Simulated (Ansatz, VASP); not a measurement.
## One calculation of Ni, two programs

File INCAR:

```
  PREC = Accurate
  ENCUT = 520
  EDIFF = 1E-6
  ISMEAR = -1
  SIGMA = 0.1
  LREAL = False
  LASPH = True
  NELM = 60
  ALGO = Normal
  ISIF = 2
  LWAVE = False
  LCHARG = False
  NBANDS = 11
```

Contents of KPOINTS:

```
Automatic mesh
0
Gamma
  16 16 16
```

The input POSCAR:

```
Ni
1.0
    0.0000000000      1.7851210142      1.7851210142
    1.7851210142      0.0000000000      1.7851210142
    1.7851210142      1.7851210142      0.0000000000
Ni
1
Direct
    0.0000000000      0.0000000000      0.0000000000
```

Input for Ansatz:

```yaml
crystal:
  lattice:
    - [0.0, 1.7851210142, 1.7851210142]
    - [1.7851210142, 0.0, 1.7851210142]
    - [1.7851210142, 1.7851210142, 0.0]
  atoms:
    - { symbol: Ni, position: [0.0, 0.0, 0.0] }
kpoints:
  mp_grid: { grid: [16, 16, 16] }
scf:
  occupations: { method: fermi_dirac, width: 0.1 }
hamiltonian:
  xc: lda
  pseudopotentials: { kind: paw }
output:
  forces: true
  stress: true
  eigenvalues: true
  write_density: true
  write_potential: true
  elf: true
  volumetric_format: npy
```

Change from the starting cell: volume scaled by 1.04, no spin polarisation, PAW files.

Alike in both runs: task single point; functional LDA; k mesh 16 × 16 × 16; occupations fermi-dirac, width 0.1 eV; no spin polarisation.

|  | VASP | Ansatz |
| --- | --- | --- |
| version | VASP 6.6.1 | Ansatz 0.2.0 |
| potentials or method | VASP PAW LDA potentials, release 64 (Ni) | PAW with Ansatz's default frozen-core files, scalar-relativistic |
| plane-wave cutoff (eV) | 520 | 420 |
| valence electrons in the cell | 10 | 18 |

Ansatz gave:

| Property | Result |
| --- | --- |
| pressure (GPa) | -24.0 |

Problem. Which values does VASP return?

Solution. Pressure (GPa): -23.6.

LDA's correlation is that of Perdew and Zunger in VASP and of Perdew and Wang (1992) in Ansatz. VASP's potentials hold 10 valence electrons a cell and Ansatz's 18, so a difference there can come from the potentials and not from the codes.
